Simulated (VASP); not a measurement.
Crystal: LuAs.

```xyz
2
Lattice="0.0000 2.8382 2.8382 2.8382 0.0000 2.8382 2.8382 2.8382 0.0000" Properties=species:S:1:pos:R:3 pbc="T T T"
Lu    2.8382    2.8382    2.8382
As    0.0000    0.0000    0.0000
```

* Program: VASP 6.6.1
* Task: relaxation of cell and atoms
* Functional: PBEsol
* Potentials or basis: VASP PAW PBE potentials, release 64 (Lu, As)
* Cutoff: 600 eV
* k mesh: 12 × 12 × 12
* Occupations: fermi-dirac, width 0.05 eV
* Spin: no spin polarisation

At the start: pressure -2.4 GPa; volume 22.86 Å³/atom.

Problem. Where does the relaxation end?

Solution. Over 6 steps the energy falls by 5.3 meV/atom and the volume is 22.20 Å³/atom (-2.9 %); space group Fm-3m (No. 225, to 0.1 Å) before and after.

The path:
```tsv
step	energy change (eV)	largest force (eV/Å)	pressure (GPa)	volume (Å³)
1	0.0000	0.0000	-2.37	45.73
2	-0.0061	0.0000	1.67	43.52
3	-0.0106	0.0000	0.15	44.36
4	-0.0106	0.0000	-0.11	44.44
5	-0.0106	0.0000	-0.12	44.41
6	-0.0106	0.0000	-0.01	44.40
```

Final structure:
```
CELL_PARAMETERS angstrom
0.00000 2.81055 2.81055
2.81055 0.00000 2.81055
2.81055 2.81055 0.00000
ATOMIC_POSITIONS crystal
Lu 0.50000 0.50000 0.50000
As 0.00000 0.00000 0.00000
```

Caveat: the PAW data sets were made with another functional, which shifts forces and pressure a little.
